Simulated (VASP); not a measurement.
# Cd2Ni (Fd-3m) in VASP: single point with PBE

Aim: the single point of Cd2Ni with PBE.

Program: VASP 6.6.1. These are calculated values, not measurements. Logs are shortened: lines on timing, memory, paths and dates and some standing lists are left out, and cuts for length are marked.

### Step 1. The cell of the first run

Symmetry: Fd-3m, No. 227, cubic system. The conventional cell has a = 7.739 Å, b = 7.739 Å, c = 7.739 Å, α = 90.00°, β = 90.00°, γ = 90.00°. Within 3.6 Å of Cd (site symmetry -3m) lie 6 Cd at 2.74 Å and 6 Ni at 3.21 Å. Within 4.2 Å of Ni (site symmetry -43m) lie 12 Cd at 3.21 Å and 4 Ni at 3.35 Å.

### Step 2. Single point, PBE, collinear spin, ferromagnetic start

INCAR reads:

```
SYSTEM = Cd2Ni
  ALGO = Normal
  EDIFF = 1E-6
  ENCUT = 520
  GGA = PE
  ISIF = 2
  ISMEAR = 0
  ISPIN = 2
  LASPH = .TRUE.
  LCHARG = .TRUE.
  LELF = .TRUE.
  LMAXMIX = 4
  LORBIT = 11
  LREAL = .FALSE.
  LVHAR = .TRUE.
  LWAVE = .FALSE.
  MAGMOM = 0 0 0 0 2 2
  NBANDS = 47
  NELM = 150
  PREC = Accurate
  SIGMA = 0.1
```

KPOINTS reads:

```
k-points
0
G
  4 4 4
  0 0 0
```

POSCAR reads:

```
Cd2Ni
1.0
    0.0000000000      3.8696614967      3.8696614967
    3.8696614967      0.0000000000      3.8696614967
    3.8696614967      3.8696614967      0.0000000000
Cd Ni
4 2
Direct
    0.6250000000      0.6250000000      0.6250000000
    0.1250000000      0.6250000000      0.6250000000
    0.6250000000      0.6250000000      0.1250000000
    0.6250000000      0.1250000000      0.6250000000
    0.0000000000      0.0000000000      0.0000000000
    0.2500000000      0.2500000000      0.2500000000
```

Potentials or basis: VASP PAW PBE potentials, release 64 (Cd, Ni).

The run is started by

```console
$ cat potpaw_PBE.64/Cd/POTCAR potpaw_PBE.64/Ni/POTCAR > POTCAR
$ mpirun -np 1 vasp_std > vasp.out
```

OUTCAR:

```text
SYSTEM = Cd2Ni
   EDIFF = 1E-6
   ENCUT = 520
   GGA = PE
   ISIF = 2
   ISMEAR = 0
   ISPIN = 2
   LASPH = .TRUE.
   LORBIT = 11
   LREAL = .FALSE.
   NELM = 150
   PREC = Accurate

 ion  position               nearest neighbor table
   1  0.625  0.625  0.625-   2 2.74   3 2.74   4 2.74   3 2.74   4 2.74   2 2.74   6 3.21   5 3.21
                             6 3.21   5 3.21   6 3.21   5 3.21
   2  0.125  0.625  0.625-   1 2.74   3 2.74   4 2.74   1 2.74   3 2.74   4 2.74   6 3.21   5 3.21
                             5 3.21   6 3.21   5 3.21   6 3.21
   3  0.625  0.625  0.125-   1 2.74   1 2.74   2 2.74   4 2.74   4 2.74   2 2.74   6 3.21   5 3.21
                             6 3.21   5 3.21   6 3.21   5 3.21
   4  0.625  0.125  0.625-   1 2.74   3 2.74   1 2.74   2 2.74   3 2.74   2 2.74   6 3.21   5 3.21
                             6 3.21   5 3.21   6 3.21   5 3.21
   5  0.000  0.000  0.000-   3 3.21   1 3.21   1 3.21   2 3.21   1 3.21   4 3.21   4 3.21   2 3.21
                             4 3.21   3 3.21   2 3.21   3 3.21
   6  0.250  0.250  0.250-   3 3.21   2 3.21   4 3.21   1 3.21   1 3.21   1 3.21   2 3.21   2 3.21
                             3 3.21   4 3.21   3 3.21   4 3.21

  LATTYP: Found a face centered cubic cell.
 ALAT       =     7.7393229934

  Lattice vectors:

 A1 = (   0.0000000000,   3.8696614967,   3.8696614967)
 A2 = (   3.8696614967,   0.0000000000,   3.8696614967)
 A3 = (   3.8696614967,   3.8696614967,   0.0000000000)

Analysis of symmetry for initial positions (statically):
=====================================================================
 Subroutine PRICEL returns:
 Original cell was already a primitive cell.

 Routine SETGRP: Setting up the symmetry group for a
 face centered cubic supercell.

 Subroutine GETGRP returns: Found 48 space group operations
 (whereof 24 operations were pure point group operations)
 out of a pool of 48 trial point group operations.

The static configuration has the point symmetry T_d .
 The point group associated with its full space group is O_h .

Analysis of symmetry for dynamics (positions and initial velocities):
=====================================================================
 Subroutine PRICEL returns:
 Original cell was already a primitive cell.

 Routine SETGRP: Setting up the symmetry group for a
 face centered cubic supercell.

 Subroutine GETGRP returns: Found 48 space group operations
 (whereof 24 operations were pure point group operations)
 out of a pool of 48 trial point group operations.

The dynamic configuration has the point symmetry T_d .
 The point group associated with its full space group is O_h .

Analysis of structural, dynamic, and magnetic symmetry:
=====================================================================
 Subroutine PRICEL returns:
 Original cell was already a primitive cell.

 Routine SETGRP: Setting up the symmetry group for a
 face centered cubic supercell.

 Subroutine GETGRP returns: Found 48 space group operations
 (whereof 24 operations were pure point group operations)
 out of a pool of 48 trial point group operations.

The overall configuration has the point symmetry T_d .
 The point group associated with its full space group is O_h .

 Subroutine INISYM returns: Found 48 space group operations
 (whereof 24 operations are pure point group operations),
 and found     1 'primitive' translations

----------------------------------------------------------------------------------------

                                     Primitive cell

  volume of cell :     115.8908

  direct lattice vectors                    reciprocal lattice vectors
     0.000000000  3.869661497  3.869661497    -0.129210268  0.129210268  0.129210268
     3.869661497  0.000000000  3.869661497     0.129210268 -0.129210268  0.129210268
     3.869661497  3.869661497  0.000000000     0.129210268  0.129210268 -0.129210268

  length of vectors
     5.472527770  5.472527770  5.472527770     0.223798749  0.223798749  0.223798749

  position of ions in fractional coordinates (direct lattice)
     0.625000000  0.625000000  0.625000000
     0.125000000  0.625000000  0.625000000
     0.625000000  0.625000000  0.125000000
     0.625000000  0.125000000  0.625000000
     0.000000000  0.000000000  0.000000000
     0.250000000  0.250000000  0.250000000

  ion indices of the primitive-cell ions
   primitive index   ion index
                 1           1
                 2           2
                 3           3
                 4           4
                 5           5
                 6           6

----------------------------------------------------------------------------------------

 KPOINTS: k-points

Automatic generation of k-mesh.
 Grid dimensions read from file:
 generate k-points for:    4    4    4

 Generating k-lattice:

  Cartesian coordinates                     Fractional coordinates (reciprocal lattice)
    -0.032302567  0.032302567  0.032302567     0.250000000  0.000000000  0.000000000
     0.032302567 -0.032302567  0.032302567     0.000000000  0.250000000  0.000000000
     0.032302567  0.032302567 -0.032302567     0.000000000  0.000000000  0.250000000

  Length of vectors
     0.055949687  0.055949687  0.055949687

  Shift w.r.t. Gamma in fractional coordinates (k-lattice)
     0.000000000  0.000000000  0.000000000

 Subroutine IBZKPT returns following result:
 ===========================================

 Found      8 irreducible k-points:

 Following reciprocal coordinates:
            Coordinates               Weight
  0.000000  0.000000  0.000000      1.000000
  0.250000  0.000000  0.000000      8.000000
  0.500000  0.000000  0.000000      4.000000
  0.250000  0.250000  0.000000      6.000000
  0.500000  0.250000  0.000000     24.000000
 -0.250000  0.250000  0.000000     12.000000
  0.500000  0.500000  0.000000      3.000000
 -0.250000  0.500000  0.250000      6.000000
   k-points           NKPTS =      8   k-points in BZ     NKDIM =      8   number of bands    NBANDS=     47
   number of dos      NEDOS =    301   number of ions     NIONS =      6
   total plane-waves  NPLWV =  74088
   dimension x,y,z NGX =    42 NGY =   42 NGZ =   42
   dimension x,y,z NGXF=    84 NGYF=   84 NGZF=   84
   ions per type =               4   2
   NGX,Y,Z   is equivalent  to a cutoff of  12.76, 12.76, 12.76 a.u.
   NGXF,Y,Z  is equivalent  to a cutoff of  25.52, 25.52, 25.52 a.u.
 SYSTEM =  Cd2Ni
   PREC   = accura    normal or accurate (medium, high low for compatibility)
   ISTART =      0    job   : 0-new  1-cont  2-samecut
   ICHARG =      2    charge: 1-file 2-atom 10-const
   ISPIN  =      2    spin polarized calculation?
   LNONCOLLINEAR =      F non collinear calculations
   LSORBIT =      F    spin-orbit coupling
   LASPH  =      T    aspherical Exc in radial PAW
   ENCUT  =  520.0 eV  38.22 Ry    6.18 a.u.  10.18 10.18 10.18*2*pi/ulx,y,z
   NELM   =    150;   NELMIN=  2; NELMDL= -5     # of ELM steps
   EDIFF  = 0.1E-05   stopping-criterion for ELM
   LREAL  =      F    real-space projection
   EDIFFG = 0.1E-04   stopping-criterion for IOM
   NSW    =      0    number of steps for IOM
   IBRION =     -1    ionic relax: 0-MD 1-quasi-New 2-CG
   NFREE  =      0    steps in history (QN), initial steepest desc. (CG)
   ISIF   =      2    stress and relaxation
   ISYM   =      2    0-nonsym 1-usesym 2-fastsym
   POTIM  = 0.5000    time-step for ionic-motion
   TEBEG  =    0.0;   TEEND  =   0.0 temperature during run
   PSTRESS=    0.0 pullay stress
   NELECT =      68.0000    total number of electrons
   NUPDOWN=      -1.0000    fix difference up-down
   EMIN   =  10.00;   EMAX   =-10.00  energy-range for DOS
   EFERMI =   0.00;   METHOD = LEGACY
   ISMEAR =     0;   SIGMA  =   0.10  broadening in eV -4-tet -1-fermi 0-gaus
   EFERMI_NEDOS =   21; number of points for ismear=-14 and -15
   IALGO  =     38    algorithm
   IMIX   =      4    mixing-type and parameters
     AMIX     =   0.40;   BMIX     =  1.00
     AMIX_MAG =   1.60;   BMIX_MAG =  1.00
  volume/ion in A,a.u.               =      19.32       130.34
  Fermi-wavevector in a.u.,A,eV,Ry     =   1.370550  2.589964 25.557276  1.878407
  Thomas-Fermi vector in A             =   2.496326
   LORBIT       =     11    0 simple, 1 ext, 2 COOP (PROOUT), +10 PAW based schemes
   GGA     = PE    functional components
   LHFCALC =     F    Hartree Fock is set to
   AEXX    =    0.0000 exact exchange contribution
   IVDW    =     0    specifies the selected vdW correction
   LEPSILON=     F    determine dielectric tensor
   LRPA    =     F    only Hartree local field effects (RPA)
 spin polarized calculation
 Gauss-broadening in eV      SIGMA  =   0.10
  energy-cutoff  :      520.00
  volume of cell :      115.89
 maximum number of plane-waves:      3142
 NGX is ok and might be reduce to    42
   NGX = 21   NGY = 21   NGZ = 21

 number of electron      68.0000015 magnetization       0.4929465

 Free energy of the ion-electron system (eV)
  ---------------------------------------------------
  ext. energy  EPLUGINS =         0.00000000
  ---------------------------------------------------
  free energy    TOTEN  =       -10.91301048 eV

  energy without entropy =      -10.89438217  energy(sigma->0) =      -10.90369632

 E-fermi :   3.3391     XC(G=0): -11.1268

 val. band max:        3.2375997919   @ k =   0.2500   0.0000   0.0000
 cond. band min:       3.3618056235   @ k =   0.2500   0.2500   0.0000
 fundamental gap:      0.1242058315
 Fermi energy:         3.3391489164

 spin component 1

 k-point     1 :       0.0000    0.0000    0.0000
  band No.  band energies     occupation
      1      -7.7949      1.00000
      2      -6.7962      1.00000
      3      -6.7962      1.00000
      4      -6.7962      1.00000
      5      -6.4931      1.00000
      6      -6.4931      1.00000
[... 38 lines left out ...]
     45       8.0048      0.00000
     46      14.8934      0.00000

 k-point     2 :       0.2500    0.0000    0.0000
  band No.  band energies     occupation
      1      -7.5573      1.00000
      2      -6.7206      1.00000
      3      -6.6528      1.00000
      4      -6.6528      1.00000
      5      -6.3440      1.00000
      6      -6.3440      1.00000
[... 286 lines left out ...]
 k-point     8 :      -0.2500    0.5000    0.2500
  band No.  band energies     occupation
      1      -6.6477      1.00000
      2      -6.6477      1.00000
      3      -6.4494      1.00000
      4      -6.4494      1.00000
      5      -5.9599      1.00000
      6      -5.9599      1.00000
[... 38 lines left out ...]
     45      11.1142      0.00000
     46      11.1142      0.00000
 Fermi energy:         3.3391489164

 spin component 2

 k-point     1 :       0.0000    0.0000    0.0000
  band No.  band energies     occupation
      1      -7.7839      1.00000
      2      -6.7951      1.00000
      3      -6.7951      1.00000
      4      -6.7951      1.00000
      5      -6.4933      1.00000
      6      -6.4933      1.00000
[... 38 lines left out ...]
     45       8.0049      0.00000
     46      14.9190      0.00000

 k-point     2 :       0.2500    0.0000    0.0000
  band No.  band energies     occupation
      1      -7.5469      1.00000
      2      -6.7194      1.00000
      3      -6.6519      1.00000
      4      -6.6519      1.00000
      5      -6.3441      1.00000
      6      -6.3441      1.00000
[... 286 lines left out ...]
 k-point     8 :      -0.2500    0.5000    0.2500
  band No.  band energies     occupation
      1      -6.6405      1.00000
      2      -6.6405      1.00000
      3      -6.4490      1.00000
      4      -6.4490      1.00000
      5      -5.9593      1.00000
      6      -5.9593      1.00000
[... 38 lines left out ...]
     45      11.1344      0.00000
     46      11.1344      0.00000
 [bands above 46 left out]

------------------------ aborting loop because EDIFF is reached ----------------------------------------

  FORCE on cell =-STRESS in cart. coord.  units (eV):
  Direction    XX          YY          ZZ          XY          YZ          ZX
  --------------------------------------------------------------------------------------
  -------------------------------------------------------------------------------------
  Total        0.2979400      0.2979400      0.2979400     -0.0000000     -0.0000000      0.0000000
  in kB        4.1189881      4.1189881      4.1189881     -0.0000000     -0.0000000      0.0000000
  external PRESSURE =       4.1189881 kB  Pullay stress =       0.0000000 kB

 VOLUME and BASIS-vectors are now :
 -----------------------------------------------------------------------------
  energy-cutoff  :      520.00
  volume of cell :      115.89
      direct lattice vectors                 reciprocal lattice vectors
     0.000000000  3.869661497  3.869661497    -0.129210268  0.129210268  0.129210268
     3.869661497  0.000000000  3.869661497     0.129210268 -0.129210268  0.129210268
     3.869661497  3.869661497  0.000000000     0.129210268  0.129210268 -0.129210268

 POSITION                                       TOTAL-FORCE (eV/Angst)
 -----------------------------------------------------------------------------------
      4.83708      4.83708      4.83708         0.000000      0.000000     -0.000000
      4.83708      2.90225      2.90225         0.000000      0.000000     -0.000000
      2.90225      2.90225      4.83708        -0.000000      0.000000     -0.000000
      2.90225      4.83708      2.90225        -0.000000      0.000000     -0.000000
      0.00000      0.00000      0.00000        -0.000000     -0.000000     -0.000000
      1.93483      1.93483      1.93483         0.000000      0.000000      0.000000
 -----------------------------------------------------------------------------------
    total drift:                                0.000000      0.000000      0.000000

  FREE ENERGIE OF THE ION-ELECTRON SYSTEM (eV)
  ---------------------------------------------------
  free  energy   TOTEN  =       -10.9130104786 eV

  energy  without entropy=      -10.8943821661  energy(sigma->0) =      -10.90369632

 total charge

# of ion       s       p       d       tot
------------------------------------------
    1        0.522   0.401   9.486  10.409
    2        0.522   0.401   9.486  10.409
    3        0.522   0.401   9.486  10.409
    4        0.522   0.401   9.486  10.409
    5        0.285   0.162   8.397   8.844
    6        0.285   0.162   8.397   8.844
--------------------------------------------------
tot          2.657   1.929  54.736  59.322

 magnetization (x)

# of ion       s       p       d       tot
------------------------------------------
    1        0.000   0.000   0.000   0.001
    2        0.000   0.000   0.000   0.001
    3        0.000   0.000   0.000   0.001
    4        0.000   0.000   0.000   0.001
    5        0.006  -0.001   0.253   0.258
    6        0.006  -0.001   0.253   0.258
--------------------------------------------------
tot          0.013  -0.001   0.507   0.519
```

Wall time 2.4 min (1 thread of Oxide Virtual Turin-like, shared host); peak memory 0.3 GiB.

What came out:

```yaml
Free_energy: -10.9130 eV
Pressure: 0.4 GPa
Net_moment: 0.49 μB per cell
Site_moments: Cd +0.00; Ni +0.26 μB
Valence_electrons_inside_the_program's_atomic_spheres: Cd 10.41; Ni 8.84
```
